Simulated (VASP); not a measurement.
# Se (P3_121) in VASP: notebook, part 2 of 2

VASP 6.6.1. Earlier steps stand in the parts before.

## (4) Single point, LDA

This run uses another cell than the first one, of 23.04 Å³/atom.

The input, INCAR:

```
PREC = Accurate
ENCUT = 520
EDIFF = 1E-7
ISMEAR = 0
SIGMA = 0.01
LREAL = F
LASPH = T
NELM = 80
ALGO = Normal
ISIF = 2
LWAVE = F
LCHARG = F
GGA = CA
NBANDS = 16
```

The input, KPOINTS:

```
regular mesh
0
Gamma
  12 12 8
```

The input, POSCAR:

```
Se
1.0
    3.9486699383      0.0000000000      0.0000000000
   -1.9743349691      3.4196484777      0.0000000000
    0.0000000000      0.0000000000      5.1180211016
Se
3
Direct
    0.2553455648      0.0000000000      0.3333333333
    0.0000000000      0.2553455648      0.6666666667
    0.7446544352      0.7446544352      0.0000000000
```

Potentials or basis: VASP PAW LDA potentials, release 64 (Se).

Run with:

```bash
$ cat potpaw_LDA.64/Se/POTCAR > POTCAR
$ mpirun -np 1 vasp_std > vasp.out
```

OUTCAR:

```text
PREC = Accurate
   ENCUT = 520
   EDIFF = 1E-7
   ISMEAR = 0
   LREAL = F
   LASPH = T
   NELM = 80
   ISIF = 2
   GGA = CA

 ion  position               nearest neighbor table
   1  0.255  0.000  0.333-   3 2.44   2 2.44
   2  0.000  0.255  0.667-   3 2.44   1 2.44
   3  0.745  0.745  0.000-   2 2.44   1 2.44

  LATTYP: Found a hexagonal cell.
 ALAT       =     3.9486699383
 C/A-ratio  =     1.2961379861

  Lattice vectors:

 A1 = (   3.9486699383,   0.0000000000,   0.0000000000)
 A2 = (  -1.9743349691,   3.4196484777,   0.0000000000)
 A3 = (   0.0000000000,   0.0000000000,   5.1180211016)

Analysis of symmetry for initial positions (statically):
=====================================================================
 Subroutine PRICEL returns:
 Original cell was already a primitive cell.

 Routine SETGRP: Setting up the symmetry group for a
 hexagonal supercell.

 Subroutine GETGRP returns: Found  6 space group operations
 (whereof  2 operations were pure point group operations)
 out of a pool of 24 trial point group operations.

The static configuration has the point symmetry C_2 .
 The point group associated with its full space group is D_3 .

Analysis of symmetry for dynamics (positions and initial velocities):
=====================================================================
 Subroutine PRICEL returns:
 Original cell was already a primitive cell.

 Routine SETGRP: Setting up the symmetry group for a
 hexagonal supercell.

 Subroutine GETGRP returns: Found  6 space group operations
 (whereof  2 operations were pure point group operations)
 out of a pool of 24 trial point group operations.

The dynamic configuration has the point symmetry C_2 .
 The point group associated with its full space group is D_3 .

 Subroutine INISYM returns: Found  6 space group operations
 (whereof  2 operations are pure point group operations),
 and found     1 'primitive' translations

[... 112 lines left out ...]
   EFERMI_NEDOS =   21; number of points for ismear=-14 and -15
   IALGO  =     38    algorithm
   IMIX   =      4    mixing-type and parameters
     AMIX     =   0.40;   BMIX     =  1.00
     AMIX_MAG =   1.60;   BMIX_MAG =  1.00
  volume/ion in A,a.u.               =      23.04       155.46
  Fermi-wavevector in a.u.,A,eV,Ry     =   1.045492  1.975694 14.871907  1.093054
  Thomas-Fermi vector in A             =   2.180290
   LORBIT       =      0    0 simple, 1 ext, 2 COOP (PROOUT), +10 PAW based schemes
   GGA     = CA    functional components
   LHFCALC =     F    Hartree Fock is set to
   AEXX    =    0.0000 exact exchange contribution
   IVDW    =     0    specifies the selected vdW correction
   LEPSILON=     F    determine dielectric tensor
   LRPA    =     F    only Hartree local field effects (RPA)
 non-spin polarized calculation
 Gauss-broadening in eV      SIGMA  =   0.01
  energy-cutoff  :      520.00
  volume of cell :       69.11
 maximum number of plane-waves:      1892
 NGX is ok and might be reduce to    30
   NGX = 15   NGY = 15   NGZ = 19

 number of electron      18.0000000 magnetization

 Free energy of the ion-electron system (eV)
  ---------------------------------------------------
  ext. energy  EPLUGINS =         0.00000000
  ---------------------------------------------------
  free energy    TOTEN  =       -12.47793889 eV

  energy without entropy =      -12.47793889  energy(sigma->0) =      -12.47793889

 E-fermi :   4.4907     XC(G=0): -10.0085

 val. band max:        4.4497422518   @ k =   0.3333   0.3333   0.5000
 cond. band min:       4.7313780557   @ k =   0.3333   0.3333   0.5000
 fundamental gap:      0.2816358040
 Fermi energy:         4.4907068435

 k-point     1 :       0.0000    0.0000    0.0000
  band No.  band energies     occupation
      1     -11.9241      2.00000
      2      -7.7186      2.00000
      3      -7.7186      2.00000
      4       0.6722      2.00000
      5       1.0086      2.00000
      6       1.0086      2.00000
[... 433 lines left out ...]
      3      -6.8976      2.00000
      4      -0.4473      2.00000
      5      -0.0506      2.00000
      6       0.8428      2.00000
[... 8 lines left out ...]
     15      12.2410      0.00000
     16      12.9292      0.00000

 [... further k-points ...]
[... 5 lines left out ...]
  --------------------------------------------------------------------------------------
  -------------------------------------------------------------------------------------
  Total        0.0661171      0.0661171      0.1416566      0.0000000      0.0000000      0.0000000
  in kB        1.5328155      1.5328155      3.2840746      0.0000000      0.0000000      0.0000000
  external PRESSURE =       2.1165685 kB  Pullay stress =       0.0000000 kB

 VOLUME and BASIS-vectors are now :
 -----------------------------------------------------------------------------
  energy-cutoff  :      520.00
  volume of cell :       69.11
      direct lattice vectors                 reciprocal lattice vectors
     3.948669938  0.000000000  0.000000000     0.253249832  0.146213859  0.000000000
    -1.974334969  3.419648478  0.000000000     0.000000000  0.292427718  0.000000000
     0.000000000  0.000000000  5.118021102     0.000000000  0.000000000  0.195388018

 POSITION                                       TOTAL-FORCE (eV/Angst)
 -----------------------------------------------------------------------------------
      1.00828      0.00000      1.70601         0.034188     -0.000000     -0.000000
     -0.50414      0.87319      3.41201        -0.017094      0.029608      0.000000
      1.47020      2.54646      0.00000        -0.017094     -0.029608      0.000000
 -----------------------------------------------------------------------------------
    total drift:                               -0.000000     -0.000000      0.000000

  FREE ENERGIE OF THE ION-ELECTRON SYSTEM (eV)
  ---------------------------------------------------
  free  energy   TOTEN  =       -12.4779388872 eV

  energy  without entropy=      -12.4779388872  energy(sigma->0) =      -12.47793889
```

stdout:

```text
POSCAR found type information on POSCAR Se
 POSCAR found :  1 types and       3 ions
 scaLAPACK will be used
 LDA part: xc-table for (Slater(with rela. corr.)+CA(PZ))
 , standard interpolation
 POSCAR, INCAR and KPOINTS ok, starting setup
 FFT: planning ... GRIDC
 FFT: planning ... GRID_SOFT
 FFT: planning ... GRID
 WAVECAR not read
 entering main loop
```

It took 2.1 min on 1 thread of Oxide Virtual Turin-like, shared host; peak memory 0.2 GiB.

Results:

```yaml
Free_energy: -12.4779 eV
Pressure: 0.2 GPa
Largest_force: 0.034 eV/Å
Band_gap_on_the_k_mesh: 0.28 eV
```

Forces in eV/Å, atoms in the order of the input:
```
Se   0.034  0.000  0.000
Se  -0.017  0.030  0.000
Se  -0.017 -0.030  0.000
```

A k mesh can miss the band edges.

## (5) Single point, LDA

This run uses another cell than the first one, of 23.01 Å³/atom.

The input, INCAR:

```
  PREC = Accurate
  ENCUT = 520
  EDIFF = 1E-6
  ISMEAR = 0
  SIGMA = 0.01
  LREAL = False
  LASPH = True
  NELM = 60
  ALGO = Normal
  ISIF = 2
  LWAVE = False
  LCHARG = False
  GGA = CA
  NBANDS = 16
```

KPOINTS is that of step 4.

The input, POSCAR:

```
Se
1.0
    3.9458019057      0.0000000000      0.0000000000
   -1.9729009528      3.4171646886      0.0000000000
    0.0000000000      0.0000000000      5.1202706986
Se
3
Direct
    0.2555225515      0.0000000000      0.3333333333
    0.0000000000      0.2555225515      0.6666666667
    0.7444774485      0.7444774485      0.0000000000
```

Run with:

```bash
$ cat potpaw_LDA.64/Se/POTCAR > POTCAR
$ mpirun -np 1 vasp_std > vasp.out
```

Run time: 70 s. Hardware: 1 thread of Oxide Virtual Turin-like, shared host; peak memory 0.2 GiB.

Results (log left out):

```
Free energy            : -12.4780 eV
Pressure               : 0.2 GPa
Largest force          : 0.034 eV/Å
Band gap on the k mesh : 0.27 eV
```

Forces in eV/Å, atoms in the order of the input:
```
Se   0.034  0.000  0.000
Se  -0.017  0.029  0.000
Se  -0.017 -0.029  0.000
```

Stress tensor (GPa, compression positive):
```
0.18 0.00 0.00
0.00 0.18 0.00
0.00 0.00 0.33
```

Levels at points of the mesh, in eV from the valence-band top:
```csv
k point,band 5,band 6,band 7,band 8,band 9,band 10,band 11,band 12,band 13,band 14
"(0.00, 0.00, 0.00)",-3.44,-3.44,-1.99,-1.99,-0.71,1.31,1.31,1.98,6.17,6.17
"(0.50, 0.00, 0.00)",-5.29,-4.13,-4.03,-1.47,-1.02,1.22,1.40,3.90,4.35,8.75
"(0.00, 0.00, 0.50)",-3.19,-3.19,-1.53,-1.35,-1.35,0.72,0.72,0.73,5.24,6.78
"(0.50, 0.00, 0.50)",-4.52,-4.43,-2.77,-2.29,-0.19,1.09,2.37,2.99,5.72,6.95
```

## (6) Summary

| cell | k mesh | smearing | gap on the mesh (eV) | pressure (GPa) | largest force (eV/Å) |
| --- | --- | --- | --- | --- | --- |
| a = 4.366, b = 4.366, c = 4.954 Å, angles 90.0, 90.0, 120.0°, 3 atoms, atomic positions A | 6 × 6 × 4 | gaussian 0.1 eV | 0.91 | -1.1 | 0.26 |
| a = 3.949, b = 3.949, c = 5.118 Å, angles 90.0, 90.0, 120.0°, 3 atoms, atomic positions B | 9 × 9 × 6 | gaussian 0.02 eV | 0.28 | 0.2 | 0.03 |
| a = 3.949, b = 3.949, c = 5.118 Å, angles 90.0, 90.0, 120.0°, 3 atoms, atomic positions B | 12 × 12 × 8 | gaussian 0.01 eV | 0.28 | 0.2 | 0.03 |
| a = 3.946, b = 3.946, c = 5.120 Å, angles 90.0, 90.0, 120.0°, 3 atoms, atomic positions C | 12 × 12 × 8 | gaussian 0.01 eV | 0.27 | 0.2 | 0.03 |

Alike in all rows: task single point; level LDA; potentials or basis VASP PAW LDA potentials, release 64 (Se); no spin polarisation; cutoff (eV) 520.

Absolute energies hang on the potentials; compare differences alone.
